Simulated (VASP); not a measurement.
Set up this calculation in VASP 6.6.1, as the native input.

- Task: single point
- Functional: PBE
- Potentials or basis: VASP PAW PBE potentials, release 64 (Al, H)
- Cutoff: 520 eV
- k mesh: 6 × 6 × 4
- Occupations: gaussian, width 0.1 eV
- Spin: no spin polarisation
- Dipole correction: no
- Further INCAR settings: ALGO = Normal; EDIFF = 1e-06; NBANDS = 14

The structure of AlH2 lies in POSCAR:

```
AlH2
1.0
    2.7287000165      0.0000000000      0.0000000000
   -1.3643500083      2.3631235336      0.0000000000
    0.0000000000      0.0000000000      8.7574391243
Al H
2 4
Direct
    0.6666666667      0.3333333333      0.7500000000
    0.3333333333      0.6666666667      0.2500000000
    0.3333333333      0.6666666667      0.6267836377
    0.6666666667      0.3333333333      0.3732163623
    0.6666666667      0.3333333333      0.1267836377
    0.3333333333      0.6666666667      0.8732163623
```

One way to write it, as run:

INCAR

```
PREC = Accurate ; ENCUT = 520
EDIFF = 1E-6 ; ISMEAR = 0
SIGMA = 0.1 ; LREAL = False
LASPH = True ; NELM = 60
ALGO = Normal ; ISIF = 2
LWAVE = False ; LCHARG = False
GGA = PE ; NBANDS = 14
```

KPOINTS

```
regular mesh
0
Gamma
  6 6 4
```

Potentials or basis: VASP PAW PBE potentials, release 64 (Al, H).

Launch:

```bash
$ cat potpaw_PBE.64/Al/POTCAR potpaw_PBE.64/H/POTCAR > POTCAR
$ mpirun -np 1 vasp_std > vasp.out
```

It gave:

| Item | Value |
| --- | --- |
| Pressure | -0.2 GPa |
| Band gap on the k mesh | zero (bands 5 and 6 overlap by 5.54 eV) |

Caveat: the k points lie up to 0.44 Å⁻¹ apart, too coarse for converged energies and pressures of a metal.

Run time: 8.8 s on 1 thread of AMD EPYC 9R45 96-Core Processor (Zen 5), with other jobs on the host, peak memory 0.13 GiB.
